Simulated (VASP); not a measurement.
Wanted: the native input for a VASP 6.6.1 run.

```
Task                   : single point
Functional             : r2SCAN
Potentials or basis    : VASP PAW PBE potentials, release 64 (Sn_d, O)
Cutoff                 : 520 eV
k mesh                 : 6 × 6 × 8
Occupations            : gaussian, width 0.02 eV
Spin                   : no spin polarisation
Dipole correction      : no
Further INCAR settings : ALGO = Normal; EDIFF = 1e-06; NBANDS = 35
```

SnO2:

```
Sn O
1.0
     4.83059    0.00000    0.00000
     0.00000    4.83059    0.00000
     0.00000    0.00000    3.16968
Sn O
2 4
Direct
  0.50000 0.50000 0.50000
  0.00000 0.00000 0.00000
  0.19395 0.80605 0.50000
  0.80605 0.19395 0.50000
  0.30605 0.30605 0.00000
  0.69395 0.69395 0.00000
```

This cell differs from its parent crystal: biaxial strain in the a-b plane: +1.5 %, then relaxed in part.

One way to write it, as run:

POSCAR

```
SnO2
1.0
    4.8305885737      0.0000000000      0.0000000000
    0.0000000000      4.8305885737      0.0000000000
    0.0000000000      0.0000000000      3.1696800650
Sn O
2 4
Direct
    0.5000000000      0.5000000000      0.5000000000
    0.0000000000      0.0000000000      0.0000000000
    0.1939466458      0.8060533542      0.5000000000
    0.8060533542      0.1939466458      0.5000000000
    0.3060533542      0.3060533542      0.0000000000
    0.6939466458      0.6939466458      0.0000000000
```

INCAR.step1

```
SYSTEM = SnO2
PREC = Accurate
ENCUT = 520
ISMEAR = 0
SIGMA = 0.02
LREAL = .FALSE.
LASPH = .TRUE.
NELM = 80
NBANDS = 35
GGA = PE
ALGO = Normal
EDIFF = 1E-4
LWAVE = .TRUE.
LCHARG = .FALSE.
```

INCAR.step2

```
SYSTEM = SnO2
PREC = Accurate
ENCUT = 520
EDIFF = 1E-6
ISMEAR = 0
SIGMA = 0.02
LREAL = .FALSE.
LASPH = .TRUE.
NELM = 80
ALGO = Normal
ISIF = 2
LWAVE = .FALSE.
LCHARG = .FALSE.
METAGGA = R2SCAN
LMIXTAU = .TRUE.
NBANDS = 35
ISTART = 1
```

KPOINTS

```
regular mesh
0
G
  6 6 8
  0 0 0
```

Potentials or basis: VASP PAW PBE potentials, release 64 (Sn_d, O).

The run is started by

```console
$ cat potpaw_PBE.64/Sn_d/POTCAR potpaw_PBE.64/O/POTCAR > POTCAR
$ cp INCAR.step1 INCAR
$ mpirun -np 1 vasp_std > vasp.out
$ cp INCAR.step2 INCAR
$ mpirun -np 1 vasp_std > vasp.out
```

It gave:

```
Pressure               : -2.0 GPa
Largest force          : 0.041 eV/Å
Band gap on the k mesh : 1.65 eV, direct
```

Caveat: the cell differs from its parent crystal (biaxial strain in the a-b plane: +1.5 %, then relaxed in part); the PAW data sets were made with another functional, which shifts forces and pressure a little; spin-orbit coupling is left out, which moves the levels of the heavy elements.

Run time: 6.4 min on 1 thread of Intel Xeon 6975P-C (shared host), peak memory 0.24 GiB.
